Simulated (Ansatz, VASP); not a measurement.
# Se: VASP beside Ansatz

File INCAR:

```
SYSTEM = Se
PREC = Accurate ; ENCUT = 520
EDIFF = 1E-6 ; ISMEAR = -1
SIGMA = 0.1 ; LREAL = .FALSE.
LASPH = .TRUE. ; NELM = 100
ALGO = Normal ; ISIF = 2
LWAVE = .FALSE. ; LCHARG = .FALSE.
GGA = PS ; NBANDS = 9
```

Contents of KPOINTS:

```
Automatic mesh
0
G
  15 15 15
  0 0 0
```

File POSCAR:

```
Se
1.0
   -1.6417756889      1.6417756889      1.6417756889
    1.6417756889     -1.6417756889      1.6417756889
    1.6417756889      1.6417756889     -1.6417756889
Se
1
Direct
    0.0000000000      0.0000000000      0.0000000000
```

Input for Ansatz:

```yaml
crystal:
  lattice:
    - [-1.6417756889, 1.6417756889, 1.6417756889]
    - [1.6417756889, -1.6417756889, 1.6417756889]
    - [1.6417756889, 1.6417756889, -1.6417756889]
  atoms:
    - { symbol: Se, position: [0.0, 0.0, 0.0] }
hamiltonian:
  xc: pbesol
  pseudopotentials:
    kind: paw
    azcp:
      Se: "pseudopotentials/Se.paw.azcp"
basis:
  ecutwfc: 420
  fft_grid_basis: typed
kpoints:
  mp_grid: { grid: [15, 15, 15], shift: [0, 0, 0] }
magnetization:
  spin_polarized: false
scf:
  occupations: { method: fermi_dirac, width: 0.1 }
  lower_state_search: "off"
output:
  stress: true
```

Alike in both runs: task single point; functional PBEsol; k mesh 15 × 15 × 15; occupations fermi-dirac, width 0.1 eV; no spin polarisation.

```csv
,VASP,Ansatz
version,VASP 6.6.1,Ansatz 0.2.0
potentials or method,"VASP PAW PBE potentials, release 64 (Se), cutoff 520 eV","plane waves (420 eV) with PAW, scalar-relativistic"
valence electrons in the cell,6,16
```

```tsv
	VASP	Ansatz	Ansatz less VASP
pressure (GPa)	9.2	9.0	-0.16
```

VASP's potentials were made for PBE, not for PBEsol, and Ansatz warns of the same on its side. VASP's potentials hold 6 valence electrons a cell and Ansatz's 16, so a difference there can come from the potentials and not from the codes.
